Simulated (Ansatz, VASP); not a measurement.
One calculation of Mg3Sn2N2, two programs

```
Mg Sn N
1.0
     4.56630    0.00000    0.00000
     0.00000    4.56630    0.00000
     0.00000    0.00000    7.06161
Mg Sn N
3 2 2
Direct
  0.00000 0.00000 0.19514
  0.50000 0.00000 0.46857
  0.00000 0.50000 0.46857
  0.50000 0.00000 0.89888
  0.00000 0.50000 0.89888
  0.50000 0.00000 0.18889
  0.00000 0.50000 0.18889
```

Alike in both runs: functional PBE; k mesh 3 × 3 × 3; occupations gaussian, width 0.2 eV; no spin polarisation.

Ansatz relaxed the structure, and its values are those at the end. VASP's run is a single point on that final structure, the one shown.

|  | VASP | Ansatz |
| --- | --- | --- |
| version | VASP 6.6.1 | Ansatz 0.2.0 |
| potentials or method | VASP PAW PBE potentials, release 64 (Mg, Sn_d, N), cutoff 520 eV | scalar-relativistic, plane waves, PAW |
| valence electrons in the cell | 44 | 68 |

```tsv
	VASP	Ansatz	Ansatz less VASP
gap on the k mesh at the Fermi level (eV)	none	none	-
pressure (GPa)	-0.1	0.0	+0.11
rms of the force components (eV/Å)	0.008	0.003	-0.0057
```

A gap of «none» marks a metal or a gap that the smearing closes. VASP's potentials hold 44 valence electrons a cell and Ansatz's 68, so a difference there can come from the potentials and not from the codes.

The k mesh is coarse, so the values compare programs but aren't converged.
